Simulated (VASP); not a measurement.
A run of VASP 6.6.1 is set up as follows.

Contents of INCAR:

```
SYSTEM = PbSe
PREC = Accurate
ENCUT = 520
EDIFF = 1E-6
ISMEAR = 0
SIGMA = 0.03
LREAL = .False.
LASPH = .True.
NELM = 80
ALGO = Normal
ISIF = 2
LWAVE = .False.
LCHARG = .True.
GGA = PE
IVDW = 12
LELF = .True.
LVHAR = .True.
NBANDS = 17
```

File KPOINTS:

```
regular mesh
0
Gamma
  10 10 10
  0 0 0
```

POSCAR

```
PbSe
1.0
   -0.1686898036      2.8140526321      3.0670873374
    2.8140526321     -0.1686898036      3.0670873374
    2.6453628285      2.6453628285      0.0000000000
Pb Se
1 1
Direct
    0.0000000000      0.0000000000      0.0000000000
    0.5000000000      0.5000000000      0.5000000000
```

Potentials or basis: VASP PAW PBE potentials, release 64 (Pb_d, Se).

Launch:

```console
$ cat potpaw_PBE.64/Pb_d/POTCAR potpaw_PBE.64/Se/POTCAR > POTCAR
$ mpirun -np 1 vasp_std > vasp.out
```

**Question.** Estimate the band gap on the k mesh.

**Answer.** Zero (bands 10 and 11 overlap by 0.52 eV).

**Question.** Predict the dispersion energy per atom.

**Answer.** -0.438 eV.

Stress tensor (GPa, compression positive):
```
20.41  0.79  0.00
 0.79 20.41  0.00
 0.00  0.00  1.61
```

Caveat: the cell stands under pressure; semilocal functionals underestimate gaps, so a narrow gap can read as zero; spin-orbit coupling is left out, which moves the levels of the heavy elements.
